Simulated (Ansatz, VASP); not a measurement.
**One calculation of SrAl2O2, two programs**

File INCAR:

```
ALGO = Normal ; EDIFF = 1E-6
EDIFFG = -0.01 ; ENCUT = 600
GGA = PE ; IBRION = 2
ISIF = 3 ; ISMEAR = 0
LASPH = True ; LCHARG = False
LREAL = False ; LWAVE = False
NELM = 80 ; NSW = 100
PREC = Accurate ; SIGMA = 0.1
```

Contents of KPOINTS:

```
k-points
0
Gamma
  12 12 6
```

POSCAR

```
SrAl2O2
1.0
    3.5005007598      0.0000000000      0.0000000000
   -1.7502503799      3.0315225839      0.0000000000
    0.0000000000      0.0000000000      7.9642560899
Sr Al O
1 2 2
Direct
    0.0000000000      0.0000000000      0.5000000000
    0.3333333333      0.6666666667      0.8539746706
    0.6666666667      0.3333333333      0.1460253294
    0.3333333333      0.6666666667      0.0969204156
    0.6666666667      0.3333333333      0.9030795844
```

Input for Ansatz:

```yaml
crystal:
  lattice:
    - [3.5005007598, 0.0, 0.0]
    - [-1.7502503799, 3.0315225839, 0.0]
    - [0.0, 0.0, 7.9642560899]
  atoms:
    - { symbol: Sr, position: [0.0, 0.0, 0.5] }
    - { symbol: Al, position: [0.3333333333, 0.6666666667, 0.8539746706] }
    - { symbol: Al, position: [0.6666666667, 0.3333333333, 0.1460253294] }
    - { symbol: O, position: [0.3333333333, 0.6666666667, 0.0969204156] }
    - { symbol: O, position: [0.6666666667, 0.3333333333, 0.9030795844] }
basis:
  ecutwfc: 420
kpoints:
  mp_grid: { grid: [12, 12, 6] }
hamiltonian:
  xc: pbe
scf:
  occupations: { method: gaussian, width: 0.1 }
output:
  forces: true
  stress: true
  eigenvalues: true
relax:
  adjacent_minimum: "off"
  f_tol: 0.01
  max_steps: 80
  cell: { stress_tol: 0.05 }
```

Alike in both runs: task relaxation of cell and atoms; functional PBE; k mesh 12 × 12 × 6; occupations gaussian, width 0.1 eV; no spin polarisation.

|  | VASP | Ansatz |
| --- | --- | --- |
| version | VASP 6.6.1 | Ansatz 0.2.0 |
| potentials or method | VASP PAW PBE potentials, release 64 (Sr_sv, Al, O), cutoff 600 eV | scalar-relativistic, plane waves, PAW |
| valence electrons in the cell | 28 | 28 |

Ansatz gave:

- gap on the k mesh at the Fermi level, each at its own relaxed structure (eV): none
- relaxed volume (Å³/atom): 16.92
- relaxed cell length with the largest relative difference (Å): 3.488

Task: Which values does VASP return?

Result: gap on the k mesh at the Fermi level, each at its own relaxed structure (eV): none; relaxed volume (Å³/atom): 16.88; relaxed cell length with the largest relative difference (Å): 3.483.

A gap of «none» marks a metal or a gap that the smearing closes.
